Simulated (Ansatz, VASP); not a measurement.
## Mg3Te2O in VASP and in Ansatz

```xyz
6
Lattice="4.4262 0.0000 0.0000 0.0000 4.4262 0.0000 0.0000 0.0000 7.1961" Properties=species:S:1:pos:R:3 pbc="T T T"
Mg    2.2131    0.0000    4.4786
Mg    0.0000    2.2131    4.4786
Mg    2.2131    2.2131    2.1709
Te    2.2131    0.0000    0.2557
Te    0.0000    2.2131    0.2557
O     0.0000    0.0000    4.3498
```

Alike in both runs: task relaxation of cell and atoms; functional PBE; k mesh 4 × 4 × 4; occupations gaussian, width 0.1 eV; no spin polarisation.

|  | VASP | Ansatz |
| --- | --- | --- |
| version | VASP 6.6.1 | Ansatz 0.2.0 |
| potentials or method | VASP PAW PBE potentials, release 64 (Mg, Te, O), cutoff 600 eV | scalar-relativistic, plane waves, PAW |
| valence electrons in the cell | 24 | 68 |

```csv
,VASP,Ansatz,Ansatz less VASP
"gap on the k mesh at the Fermi level, each at its own relaxed structure (eV)",none,none,-
relaxed volume (Å³/atom),23.50,23.50,0.000
relaxed cell length with the largest relative difference (Å),7.196,7.196,0.0000
```

A gap of «none» marks a metal or a gap that the smearing closes. VASP's potentials hold 24 valence electrons a cell and Ansatz's 68, so a difference there can come from the potentials and not from the codes.

Neither program's run includes spin-orbit coupling. Noted on VASP's run: the relaxation stopped at its first step, so nothing moved.
